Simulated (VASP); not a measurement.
# SbPt (P6_3/mmc) in VASP: notebook

SbPt is run at these levels: PBEsol; tasks: single point, relaxation of shape and atoms at fixed volume, relaxation of cell and atoms.

Everything below comes from runs of VASP 6.6.1. Logs are shortened: lines on timing, memory, paths and dates and some standing lists are left out, and cuts for length are marked.

## Step 1: The cell of the first run

Symmetry: P6_3/mmc, No. 194, hexagonal system. The conventional cell has a = 4.218 Å, b = 4.218 Å, c = 5.508 Å, α = 90.00°, β = 90.00°, γ = 120.00°. Within 3.7 Å of Sb (site symmetry -6m2) lie 6 Pt at 2.80 Å and 6 Sb at 3.68 Å. Within 3.6 Å of Pt (site symmetry -3m) lie 2 Pt at 2.75 Å and 6 Sb at 2.80 Å.

## Step 2: Single point, PBEsol (21.21 Å³/atom)

INCAR reads:

```
PREC = Accurate
ENCUT = 520
EDIFF = 1E-7
ISMEAR = 0
SIGMA = 0.1
LREAL = F
LASPH = T
NELM = 80
ALGO = Normal
ISIF = 2
LWAVE = F
LCHARG = F
GGA = PS
NBANDS = 23
```

KPOINTS reads:

```
Automatic mesh
0
Gamma
  12 12 8
```

POSCAR reads:

```
SbPt
1.0
    4.2176392957      0.0000000000      0.0000000000
   -2.1088196479      3.6525827741      0.0000000000
    0.0000000000      0.0000000000      5.5080883434
Sb Pt
2 2
Direct
    0.3333333333      0.6666666667      0.2500000000
    0.6666666667      0.3333333333      0.7500000000
    0.0000000000      0.0000000000      0.0000000000
    0.0000000000      0.0000000000      0.5000000000
```

Potentials or basis: VASP PAW PBE potentials, release 64 (Sb, Pt).

On the command line:

```bash
> cat potpaw_PBE.64/Sb/POTCAR potpaw_PBE.64/Pt/POTCAR > POTCAR
> mpirun -np 1 vasp_std > vasp.out
```

OUTCAR:

```text
PREC = Accurate
   ENCUT = 520
   EDIFF = 1E-7
   ISMEAR = 0
   LREAL = F
   LASPH = T
   NELM = 80
   ISIF = 2
   GGA = PS

 ion  position               nearest neighbor table
   1  0.333  0.667  0.250-   3 2.80   4 2.80   3 2.80   4 2.80   3 2.80   4 2.80   2 3.68   2 3.68
                             2 3.68   2 3.68   2 3.68   2 3.68
   2  0.667  0.333  0.750-   3 2.80   4 2.80   3 2.80   4 2.80   3 2.80   4 2.80   1 3.68   1 3.68
                             1 3.68   1 3.68   1 3.68   1 3.68
   3  0.000  0.000  0.000-   4 2.75   4 2.75   1 2.80   2 2.80   2 2.80   1 2.80   2 2.80   1 2.80

   4  0.000  0.000  0.500-   3 2.75   3 2.75   1 2.80   2 2.80   2 2.80   1 2.80   2 2.80   1 2.80

  LATTYP: Found a hexagonal cell.
 ALAT       =     4.2176392957
 C/A-ratio  =     1.3059647725

  Lattice vectors:

 A1 = (   4.2176392957,   0.0000000000,   0.0000000000)
 A2 = (  -2.1088196479,   3.6525827741,   0.0000000000)
 A3 = (   0.0000000000,   0.0000000000,   5.5080883434)

Analysis of symmetry for initial positions (statically):
=====================================================================
 Subroutine PRICEL returns:
 Original cell was already a primitive cell.

 Routine SETGRP: Setting up the symmetry group for a
 hexagonal supercell.

 Subroutine GETGRP returns: Found 24 space group operations
 (whereof 12 operations were pure point group operations)
 out of a pool of 24 trial point group operations.

The static configuration has the point symmetry D_3d.
 The point group associated with its full space group is D_6h.

Analysis of symmetry for dynamics (positions and initial velocities):
=====================================================================
 Subroutine PRICEL returns:
 Original cell was already a primitive cell.

 Routine SETGRP: Setting up the symmetry group for a
 hexagonal supercell.

 Subroutine GETGRP returns: Found 24 space group operations
 (whereof 12 operations were pure point group operations)
 out of a pool of 24 trial point group operations.

The dynamic configuration has the point symmetry D_3d.
 The point group associated with its full space group is D_6h.

 Subroutine INISYM returns: Found 24 space group operations
 (whereof 12 operations are pure point group operations),
 and found     1 'primitive' translations

----------------------------------------------------------------------------------------

                                     Primitive cell

  volume of cell :      84.8536

  direct lattice vectors                    reciprocal lattice vectors
     4.217639296  0.000000000  0.000000000     0.237099460  0.136889437  0.000000000
    -2.108819648  3.652582774  0.000000000     0.000000000  0.273778874  0.000000000
     0.000000000  0.000000000  5.508088343     0.000000000  0.000000000  0.181551191

  length of vectors
     4.217639296  4.217639296  5.508088343     0.273778874  0.273778874  0.181551191

  position of ions in fractional coordinates (direct lattice)
     0.333333333  0.666666667  0.250000000
     0.666666667  0.333333333  0.750000000
     0.000000000  0.000000000  0.000000000
     0.000000000  0.000000000  0.500000000

  ion indices of the primitive-cell ions
   primitive index   ion index
                 1           1
                 2           2
                 3           3
                 4           4

----------------------------------------------------------------------------------------

 KPOINTS: Automatic mesh

Automatic generation of k-mesh.
 Grid dimensions read from file:
 generate k-points for:   12   12    8

 Generating k-lattice:

  Cartesian coordinates                     Fractional coordinates (reciprocal lattice)
     0.019758288  0.011407453  0.000000000     0.083333333  0.000000000  0.000000000
     0.000000000  0.022814906  0.000000000     0.000000000  0.083333333  0.000000000
     0.000000000  0.000000000  0.022693899     0.000000000  0.000000000  0.125000000

  Length of vectors
     0.022814906  0.022814906  0.022693899

  Shift w.r.t. Gamma in fractional coordinates (k-lattice)
[... 43 lines left out ...]
  energy-cutoff  :      520.00
  volume of cell :       84.85
 maximum number of plane-waves:      2312
 NGX is ok and might be reduce to    32
   NGX = 15   NGY = 15   NGZ = 21

 number of electron      30.0000005 magnetization

 Free energy of the ion-electron system (eV)
  ---------------------------------------------------
  ext. energy  EPLUGINS =         0.00000000
  ---------------------------------------------------
  free energy    TOTEN  =       -24.71506069 eV

  energy without entropy =      -24.70534581  energy(sigma->0) =      -24.71020325

 E-fermi :   9.2684     XC(G=0): -11.3591

 val. band max:        9.2671029098   @ k =   0.3333   0.0000   0.1250
 cond. band min:       9.2951825733   @ k =   0.3333   0.0833   0.0000
 fundamental gap:      0.0280796635
 Fermi energy:         9.2684050032

 k-point     1 :       0.0000    0.0000    0.0000
  band No.  band energies     occupation
      1      -3.2516      2.00000
      2       0.4691      2.00000
      3       2.6573      2.00000
      4       3.5757      2.00000
      5       3.5757      2.00000
      6       3.6199      2.00000
[... 15 lines left out ...]
     22      14.5536      0.00000
     23      17.0827      0.00000

 k-point     2 :       0.0833    0.0000    0.0000
  band No.  band energies     occupation
      1      -3.1712      2.00000
      2       0.3853      2.00000
      3       2.7542      2.00000
      4       3.5972      2.00000
      5       3.5996      2.00000
      6       3.7212      2.00000
[... 15 lines left out ...]
     22      14.9266      0.00000
     23      16.0896      0.00000

 k-point     3 :       0.1667    0.0000    0.0000
  band No.  band energies     occupation
      1      -2.9337      2.00000
      2       0.1786      2.00000
      3       3.0390      2.00000
      4       3.5180      2.00000
      5       3.6485      2.00000
      6       4.1010      2.00000
[... 15 lines left out ...]
     22      15.6004      0.00000
     23      15.7747      0.00000
[... 495 lines left out ...]
 k-point    23 :       0.2500    0.0000    0.1250
  band No.  band energies     occupation
      1      -2.4810      2.00000
      2      -0.2053      2.00000
      3       3.3343      2.00000
      4       3.4240      2.00000
      5       3.7570      2.00000
      6       4.4250      2.00000
[... 15 lines left out ...]
     22      15.6024      0.00000
     23      16.4454      0.00000

 k-point    24 :       0.3333    0.0000    0.1250
  band No.  band energies     occupation
      1      -1.9932      2.00000
      2      -0.3903      2.00000
      3       2.8555      2.00000
      4       3.7653      2.00000
      5       3.7700      2.00000
      6       4.2040      2.00000
[... 15 lines left out ...]
     22      15.6705      0.00000
     23      16.6383      0.00000

 [... further k-points ...]

------------------------ aborting loop because EDIFF is reached ----------------------------------------

  FORCE on cell =-STRESS in cart. coord.  units (eV):
  Direction    XX          YY          ZZ          XY          YZ          ZX
  --------------------------------------------------------------------------------------
  -------------------------------------------------------------------------------------
  Total       -2.1634712     -2.1634712     -2.1753278      0.0000000      0.0000000     -0.0000000
  in kB      -40.8499290    -40.8499290    -41.0738001      0.0000000      0.0000000     -0.0000000
  external PRESSURE =     -40.9245527 kB  Pullay stress =       0.0000000 kB

 VOLUME and BASIS-vectors are now :
 -----------------------------------------------------------------------------
  energy-cutoff  :      520.00
  volume of cell :       84.85
      direct lattice vectors                 reciprocal lattice vectors
     4.217639296  0.000000000  0.000000000     0.237099460  0.136889437  0.000000000
    -2.108819648  3.652582774  0.000000000     0.000000000  0.273778874  0.000000000
     0.000000000  0.000000000  5.508088343     0.000000000  0.000000000  0.181551191

 POSITION                                       TOTAL-FORCE (eV/Angst)
 -----------------------------------------------------------------------------------
     -0.00000      2.43506      1.37702         0.000000     -0.000000      0.000000
      2.10882      1.21753      4.13107        -0.000000      0.000000      0.000000
      0.00000      0.00000      0.00000        -0.000000      0.000000      0.000000
      0.00000      0.00000      2.75404         0.000000      0.000000      0.000000
 -----------------------------------------------------------------------------------
    total drift:                               -0.000000      0.000000     -0.000000

  FREE ENERGIE OF THE ION-ELECTRON SYSTEM (eV)
  ---------------------------------------------------
  free  energy   TOTEN  =       -24.7150606915 eV

  energy  without entropy=      -24.7053458146  energy(sigma->0) =      -24.71020325
```

Run time: 59 s. Hardware: 1 thread of Intel Xeon Platinum 8559C (Emerald Rapids), shared host; peak memory 0.32 GiB.

What came out:

| Item | Value |
| --- | --- |
| Free energy | -24.7151 eV |
| Pressure | -4.1 GPa |
| Band gap on the k mesh | zero (bands 15 and 16 overlap by 3.90 eV) |

Levels at points of the mesh, in eV from the Fermi level:
| k point | band 13 | band 14 | band 15 | band 16 | band 17 | band 18 |
| --- | --- | --- | --- | --- | --- | --- |
| (0.00, 0.00, 0.00) | -0.08 | -0.08 | 0.82 | 2.31 | 2.36 | 3.23 |
| (0.50, 0.00, 0.00) | -2.55 | -2.09 | -1.93 | -0.75 | 1.93 | 4.14 |
| (0.00, 0.00, 0.50) | -1.22 | -1.22 | 2.25 | 2.25 | 2.25 | 2.25 |
| (0.50, 0.00, 0.50) | -2.89 | -2.89 | 0.38 | 0.38 | 1.58 | 1.58 |

Caveat: the cell stands under tension; the PAW data sets were made with another functional, which shifts forces and pressure a little; spin-orbit coupling is left out, which moves the levels of the heavy elements.

## Step 3: Single point, PBEsol (21.83 Å³/atom)

This run uses another cell than the first one, of 21.83 Å³/atom.

INCAR reads:

```
ALGO = Normal
EDIFF = 1E-7
ENCUT = 520
GGA = PS
ISIF = 2
ISMEAR = 0
LASPH = True
LCHARG = False
LREAL = False
LWAVE = False
NBANDS = 23
NELM = 100
PREC = Accurate
SIGMA = 0.1
```

KPOINTS reads:

```
k-points
0
Gamma
  12 12 8
```

POSCAR reads:

```
SbPt
1.0
    4.2640847928      0.0000000000      0.0000000000
   -2.1320423964      3.6928057545      0.0000000000
    0.0000000000      0.0000000000      5.5457047366
Sb Pt
2 2
Direct
    0.3333333333      0.6666666667      0.2500000000
    0.6666666667      0.3333333333      0.7500000000
    0.0000000000      0.0000000000      0.0000000000
    0.0000000000      0.0000000000      0.5000000000
```

Potentials or basis: VASP PAW PBE potentials, release 64 (Sb, Pt).

On the command line:

```bash
> cat potpaw_PBE.64/Sb/POTCAR potpaw_PBE.64/Pt/POTCAR > POTCAR
> mpirun -np 1 vasp_std > vasp.out
```

It took 61 s on 1 thread of Intel Xeon Platinum 8559C (Emerald Rapids), shared host; peak memory 0.31 GiB.

The run converged. Its results:

| Property | Result |
| --- | --- |
| Free energy | -24.6272 eV |
| Pressure | -7.3 GPa |
| Band gap on the k mesh | zero (bands 15 and 16 overlap by 3.76 eV) |

Levels at points of the mesh, in eV from the Fermi level:
```tsv
k point	band 13	band 14	band 15	band 16	band 17	band 18
(0.00, 0.00, 0.00)	-0.06	-0.06	0.82	2.28	2.38	2.97
(0.50, 0.00, 0.00)	-2.43	-1.97	-1.82	-0.81	1.90	4.06
(0.00, 0.00, 0.50)	-1.24	-1.24	2.19	2.19	2.19	2.19
(0.50, 0.00, 0.50)	-2.75	-2.75	0.41	0.41	1.49	1.49
```

Caveat: the cell stands under tension; the PAW data sets were made with another functional, which shifts forces and pressure a little; spin-orbit coupling is left out, which moves the levels of the heavy elements.

## Step 4: Relaxation of shape and atoms at fixed volume, PBEsol (19.36 Å³/atom)

This run uses another cell than the first one, of 19.36 Å³/atom.

INCAR reads:

```
SYSTEM = SbPt
  ALGO = Normal
  EDIFF = 1E-7
  EDIFFG = -0.01
  ENCUT = 600
  GGA = PS
  IBRION = 2
  ISIF = 4
  ISMEAR = 0
  LASPH = .True.
  LCHARG = .False.
  LREAL = .False.
  LWAVE = .False.
  NELM = 100
  NSW = 50
  PREC = Accurate
  SIGMA = 0.1
```

KPOINTS reads:

```
k-points
0
Gamma
  12 12 8
  0 0 0
```

POSCAR reads:

```
SbPt
1.0
    4.0799213700      0.0000000000      0.0000000000
   -2.0399606850      3.5333155519      0.0000000000
    0.0000000000      0.0000000000      5.3718862692
Sb Pt
2 2
Direct
    0.3333333333      0.6666666667      0.2500000000
    0.6666666667      0.3333333333      0.7500000000
    0.0000000000      0.0000000000      0.0000000000
    0.0000000000      0.0000000000      0.5000000000
```

On the command line:

```bash
> cat potpaw_PBE.64/Sb/POTCAR potpaw_PBE.64/Pt/POTCAR > POTCAR
> mpirun -np 1 vasp_std > vasp.out
```

It took 1.8 min on 1 thread of Intel Xeon Platinum 8559C (Emerald Rapids), shared host; peak memory 0.35 GiB.

The run converged. Its results:

```
Free energy               : -24.6064 eV
Energy gained by relaxing : 0.1 meV/atom
Ionic steps               : 2
Pressure after relaxing   : 10.0 GPa
Band gap on the k mesh    : zero (bands 15 and 16 overlap by 4.38 eV)
```

Step by step:
```
step  energy change (eV)  largest force (eV/Å)  pressure (GPa)  volume (Å³)
   1              0.0000                0.0000           10.07        77.44
   2             -0.0004                0.0000           10.01        77.44
```

Final structure:
```yaml
crystal:
  lattice:
    - [4.07465, 0.00000, 0.00000]
    - [-2.03733, 3.52875, 0.00000]
    - [0.00000, 0.00000, 5.38579]
  atoms:
    - { symbol: Sb, position: [0.33333, 0.66667, 0.25000] }
    - { symbol: Sb, position: [0.66667, 0.33333, 0.75000] }
    - { symbol: Pt, position: [0.00000, 0.00000, 0.00000] }
    - { symbol: Pt, position: [0.00000, 0.00000, 0.50000] }
```

Levels at points of the mesh, in eV from the Fermi level:
```csv
k point,band 13,band 14,band 15,band 16,band 17,band 18
"(0.00, 0.00, 0.00)",-0.18,-0.18,0.80,2.24,2.40,3.76
"(0.50, 0.00, 0.00)",-2.94,-2.52,-2.32,-0.53,2.02,4.25
"(0.00, 0.00, 0.50)",-1.20,-1.20,2.43,2.43,2.43,2.43
"(0.50, 0.00, 0.50)",-3.36,-3.36,0.27,0.27,1.87,1.87
```

Caveat: the PAW data sets were made with another functional, which shifts forces and pressure a little; spin-orbit coupling is left out, which moves the levels of the heavy elements.

## Step 5: Relaxation of cell and atoms, PBEsol, target pressure 50 GPa, at which the enthalpy is minimised

This run uses another cell than the first one, of 16.73 Å³/atom.

INCAR reads:

```
SYSTEM = SbPt
PREC     = Accurate       ! precision mode
ENCUT    = 600            ! plane-wave cutoff, eV
EDIFF    = 1E-6           ! SCF threshold, eV
ISMEAR   = 0              ! smearing method
SIGMA    = 0.1            ! smearing width, eV
LREAL    = .False.        ! projectors in reciprocal space
LASPH    = .True.         ! aspherical terms in the spheres
NELM     = 100            ! most SCF steps
ALGO     = Normal         ! electronic algorithm
ISIF     = 3              ! what is computed and relaxed
LWAVE    = .False.        ! write WAVECAR
LCHARG   = .False.        ! write CHGCAR
GGA      = PS             ! functional
IBRION   = 2              ! ionic algorithm
NSW      = 70             ! ionic steps
EDIFFG   = -0.008         ! ionic threshold
PSTRESS  = 500.0
```

KPOINTS reads:

```
regular mesh
0
Gamma
  12 12 8
  0 0 0
```

POSCAR reads:

```
SbPt
1.0
    3.8689238010      0.0000000000      0.0000000000
   -1.9344619005      3.3505862969      0.0000000000
    0.0000000000      0.0000000000      5.1609081941
Sb Pt
2 2
Direct
    0.3333333333      0.6666666667      0.2500000000
    0.6666666667      0.3333333333      0.7500000000
    0.0000000000      0.0000000000      0.0000000000
    0.0000000000      0.0000000000      0.5000000000
```

On the command line:

```bash
> cat potpaw_PBE.64/Sb/POTCAR potpaw_PBE.64/Pt/POTCAR > POTCAR
> mpirun -np 1 vasp_std > vasp.out
```

Wall time 3.3 min (1 thread of AMD EPYC 9R45 (Zen 5), shared host); peak memory 0.29 GiB.

Results (log left out):

```yaml
Free_energy: -22.7927 eV
Relaxed_volume: 16.71 Å³/atom
Relaxed_cell: a = 3.851 Å, b = 3.851 Å, c = 5.204 Å, α = 90.00°, β = 90.00°, γ = 120.00°
Space_group_after_relaxing_to_0.1_Å: P6_3/mmc (No. 194)
Energy_change_on_relaxing_the_run_minimises_the_enthalpy: +4.5 meV/atom
Ionic_steps: 5
Pressure_after_relaxing: 50.0 GPa
Band_gap_on_the_k_mesh: zero (bands 15 and 16 overlap by 5.27 eV)
```

The path:
```tsv
step	energy change (eV)	largest force (eV/Å)	pressure (GPa)	volume (Å³)
1	0.0000	0.0000	49.88	66.90
2	0.0335	0.0000	50.26	66.78
3	0.0297	0.0000	50.21	66.79
4	-0.0352	0.0000	49.06	67.00
5	0.0182	0.0000	50.01	66.83
```

Final structure:
```cif
data_structure
_symmetry_space_group_name_H-M 'P 1'
_symmetry_Int_Tables_number 1
_cell_length_a 3.8506
_cell_length_b 3.8506
_cell_length_c 5.2043
_cell_angle_alpha 90.000
_cell_angle_beta 90.000
_cell_angle_gamma 120.000
_cell_volume 66.83
loop_
_atom_site_label
_atom_site_type_symbol
_atom_site_fract_x
_atom_site_fract_y
_atom_site_fract_z
_atom_site_occupancy
Sb1 Sb 0.33333 0.66667 0.25000 1
Sb2 Sb 0.66667 0.33333 0.75000 1
Pt1 Pt 0.00000 0.00000 0.00000 1
Pt2 Pt 0.00000 0.00000 0.50000 1
```

Levels at points of the mesh, in eV from the Fermi level:
```tsv
k point	band 12	band 13	band 14	band 15	band 16	band 17	band 18	band 19
(0.00, 0.00, 0.00)	-3.13	-0.32	-0.32	0.73	1.99	2.46	4.44	4.44
(0.50, 0.00, 0.00)	-3.93	-3.67	-3.38	-3.08	-0.04	2.13	4.23	4.41
(0.00, 0.00, 0.50)	-5.08	-1.20	-1.20	2.76	2.76	2.76	2.76	4.63
(0.50, 0.00, 0.50)	-4.45	-4.24	-4.24	0.07	0.07	2.42	2.42	4.07
```

Caveat: the cell is relaxed towards a set pressure, so the run minimises the enthalpy, not the energy; the PAW data sets were made with another functional, which shifts forces and pressure a little; spin-orbit coupling is left out, which moves the levels of the heavy elements.

## Step 6: Overview

| task | cell | cutoff (eV) | gap on the mesh (eV) | pressure (GPa) |
| --- | --- | --- | --- | --- |
| single point | a = 4.218, b = 4.218, c = 5.508 Å, angles 90.0, 90.0, 120.0°, 4 atoms | 520 | none | -4.1 |
| single point | a = 4.264, b = 4.264, c = 5.546 Å, angles 90.0, 90.0, 120.0°, 4 atoms | 520 | none | -7.3 |
| relaxation of shape and atoms at fixed volume | relaxed from a = 4.080, b = 4.080, c = 5.372 Å, angles 90.0, 90.0, 120.0°, 4 atoms | 600 | none | 10.0 |
| relaxation of cell and atoms | relaxed to 50 GPa from a = 3.869, b = 3.869, c = 5.161 Å, angles 90.0, 90.0, 120.0°, 4 atoms | 600 | none | 50.0 |

Alike in all rows: level PBEsol; potentials or basis VASP PAW PBE potentials, release 64 (Sb, Pt); no spin polarisation; k mesh 12 × 12 × 8; smearing gaussian 0.1 eV.

Caveats: the PAW data sets were made with another functional, which shifts forces and pressure a little; spin-orbit coupling is left out, which moves the levels of the heavy elements; the cell stands under tension (at least some runs); the cell is relaxed towards a set pressure, so the run minimises the enthalpy, not the energy (at least some runs).

Absolute energies hang on the potentials; compare differences alone.

The gap in the log of VASP goes by the Fermi energy; the results here count the filled bands.